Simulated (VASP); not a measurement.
Here is a VASP 6.6.1 calculation.

POSCAR

```
BeS
1.0
    0.0000000000      2.4343062304      2.4343062304
    2.4343062304      0.0000000000      2.4343062304
    2.4343062304      2.4343062304      0.0000000000
Be S
1 1
Direct
    0.0000000000      0.0000000000      0.0000000000
    0.2500000000      0.2500000000      0.2500000000
```

INCAR.step1

```
PREC     = Accurate       # precision mode
ENCUT    = 500            # plane-wave cutoff, eV
EDIFF    = 1E-8           # SCF threshold, eV
ISMEAR   = 0              # smearing method
SIGMA    = 0.01           # smearing width, eV
LREAL    = F              # projectors in reciprocal space
LASPH    = T              # aspherical terms in the spheres
NELM     = 60             # most SCF steps
ALGO     = Normal         # electronic algorithm
LWAVE    = T              # write WAVECAR
LCHARG   = F              # write CHGCAR
GGA      = PE             # functional
```

The input INCAR.step2:

```
PREC     = Accurate       # precision mode
ENCUT    = 500            # plane-wave cutoff, eV
EDIFF    = 1E-8           # SCF threshold, eV
ISMEAR   = 0              # smearing method
SIGMA    = 0.01           # smearing width, eV
LREAL    = F              # projectors in reciprocal space
LASPH    = T              # aspherical terms in the spheres
NELM     = 1              # most SCF steps
ALGO     = Exact          # electronic algorithm
LWAVE    = T              # write WAVECAR
LCHARG   = F              # write CHGCAR
GGA      = PE             # functional
NBANDS   = 124            # bands
LOPTICS  = T              # frequency-dependent dielectric function
ISTART   = 1
```

The input INCAR.step3:

```
PREC     = Accurate       # precision mode
ENCUT    = 500            # plane-wave cutoff, eV
EDIFF    = 1E-8           # SCF threshold, eV
ISMEAR   = 0              # smearing method
SIGMA    = 0.01           # smearing width, eV
LREAL    = F              # projectors in reciprocal space
LASPH    = T              # aspherical terms in the spheres
ALGO     = EVGW0          # electronic algorithm
LWAVE    = F              # write WAVECAR
LCHARG   = F              # write CHGCAR
GGA      = PE             # functional
NELMGW   = 1            
NBANDS   = 124            # bands
ENCUTGW  = 150.0          # cutoff of the response function
NOMEGA   = 96             # frequency points
PRECFOCK = Fast         
ISTART   = 1            
NBANDSGW = 12           
OMEGAMAX = 20
```

Contents of KPOINTS:

```
regular mesh
0
Gamma
  6 6 6
```

Potentials or basis: VASP PAW PBE potentials, release 64 (Be_GW, S_GW).

The run is started by

```sh
$ cat potpaw_PBE.64/Be_GW/POTCAR potpaw_PBE.64/S_GW/POTCAR > POTCAR
$ cp INCAR.step1 INCAR
$ mpirun -np 1 vasp_std > vasp.out
$ cp INCAR.step2 INCAR
$ mpirun -np 1 vasp_std > vasp.out
$ cp INCAR.step3 INCAR
$ mpirun -np 1 vasp_std > vasp.out
```

(1) Estimate the quasiparticle gap.

(2) Estimate the least direct quasiparticle gap.

(3) What does it give for the band gap of the starting levels on the mesh?

(4) Predict the least direct gap of the starting levels on the mesh.

Results:

(1) 4.45 eV.

(2) 7.22 eV.

(3) 3.13 eV.

(4) 5.65 eV.

Caveat: the k points lie up to 0.37 Å⁻¹ apart; bands, screening cutoff and mesh are small and nothing is extrapolated, so the quasiparticle values aren't converged.
